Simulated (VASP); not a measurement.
A run of VASP 6.6.1:

The input INCAR:

```
SYSTEM = CuI
ALGO = Normal
EDIFF = 1E-7
ENCUT = 520
GGA = PE
ISIF = 2
ISMEAR = 0
LASPH = .True.
LCHARG = .False.
LREAL = .False.
LWAVE = .False.
NBANDS = 16
NELM = 60
PREC = Accurate
SIGMA = 0.15
```

KPOINTS

```
k-points
0
Gamma
  14 14 14
  0 0 0
```

The input POSCAR:

```
CuI
1.0
    0.0000000000      2.9372188362      2.9372188362
    2.8620890000      0.0751298362      2.8620890000
    2.8620890000      2.8620890000      0.0751298362
Cu I
1 1
Direct
    0.0000000000      0.0000000000      0.0000000000
    0.5000000000      0.5000000000      0.5000000000
```

Potentials or basis: VASP PAW PBE potentials, release 64 (Cu, I).

Command:

```sh
$ cat potpaw_PBE.64/Cu/POTCAR potpaw_PBE.64/I/POTCAR > POTCAR
$ mpirun -np 1 vasp_std > vasp.out
```

Hardware: 1 thread of AMD EPYC 9R45 96-Core Processor (Zen 5), with other jobs on the host.

Problem. Estimate the wall time of this run.

Solution. It took 2.5 min on 1 thread of AMD EPYC 9R45 96-Core Processor (Zen 5), on a shared host, peak memory 0.42 GiB. Counts: scf iterations 14, k points 428.
